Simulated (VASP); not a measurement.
A run of VASP 6.6.1 is set up as follows.

Contents of POSCAR:

```
LiCl
1.0
    0.0000000000      5.1653670000      5.1653670000
    5.1653670000      0.0000000000      5.1653670000
    5.1653670000      5.1653670000      0.0000000000
Li Cl
8 8
Direct
   -0.0292586180      0.0070129576      0.0429625814
    0.0394150116     -0.0665526767      0.5639380513
   -0.0191184866      0.4637542695     -0.0021698361
    0.0546703651      0.4793228632      0.4634436430
    0.4886434013     -0.0548426666      0.0054972861
    0.4986439492      0.0284742594      0.4984522881
    0.5150111309      0.4544361514     -0.0445700180
    0.5397555488      0.5573655270      0.4528825348
    0.2290910791      0.2431262871      0.2720545317
    0.2680190972      0.2355793886      0.7336785557
    0.2354890756      0.7678897743      0.2453509112
    0.2465748320      0.7489809533      0.7528548310
    0.7074159493      0.2672712316      0.2517224817
    0.7527614204      0.2537697709      0.7403441033
    0.7488047800      0.7721192899      0.2632346356
    0.7929218776      0.7776733967      0.7264793576
```

Contents of INCAR.step1:

```
SYSTEM = LiCl
PREC = Accurate ; ENCUT = 520
ISMEAR = -1 ; SIGMA = 0.112
LREAL = Auto ; LASPH = .True.
NELM = 60 ; NBANDS = 54
GGA = PE ; ALGO = Normal
EDIFF = 1E-4 ; LWAVE = .True.
LCHARG = .False.
```

The input INCAR.step2:

```
SYSTEM = LiCl
PREC = Accurate ; ENCUT = 520
EDIFF = 1E-7 ; ISMEAR = -1
SIGMA = 0.112 ; LREAL = Auto
LASPH = .True. ; NELM = 60
ALGO = Normal ; ISIF = 2
LWAVE = .False. ; LCHARG = .False.
METAGGA = R2SCAN ; LMIXTAU = .True.
NBANDS = 54 ; ISTART = 1
```

File KPOINTS:

```
Automatic mesh
0
Gamma
  2 2 2
  0 0 0
```

Potentials or basis: VASP PAW PBE potentials, release 64 (Li_sv, Cl).

Command:

```sh
$ cat potpaw_PBE.64/Li_sv/POTCAR potpaw_PBE.64/Cl/POTCAR > POTCAR
$ cp INCAR.step1 INCAR
$ mpirun -np 1 vasp_std > vasp.out
$ cp INCAR.step2 INCAR
$ mpirun -np 1 vasp_std > vasp.out
```

Q: Predict the band gap on the k mesh.

A: 6.80 eV.

Q: Predict the largest force.

A: 1.702 eV/Å.

Forces in eV/Å, atoms in the order of the input:
```
Li  -0.212 -0.157  0.210
Li   0.074 -1.306  0.868
Li  -0.022  0.130  0.233
Li   0.443 -0.011 -0.146
Li   0.121 -0.125  0.632
Li  -0.243 -0.031 -0.228
Li   0.766  0.049 -0.233
Li  -0.052  0.170 -0.836
Cl  -0.666 -0.327  0.146
Cl   0.782  0.076 -0.274
Cl  -0.096  0.302 -0.094
Cl  -0.162  1.682  0.206
Cl  -0.085 -0.130  0.858
Cl  -0.340  0.053  0.182
Cl  -0.272 -0.177  0.079
Cl  -0.035 -0.198 -1.603
```

Caveat: the k points lie up to 0.53 Å⁻¹ apart; the atoms stand as in a frame of molecular dynamics; the PAW data sets were made with another functional, which shifts forces and pressure a little.
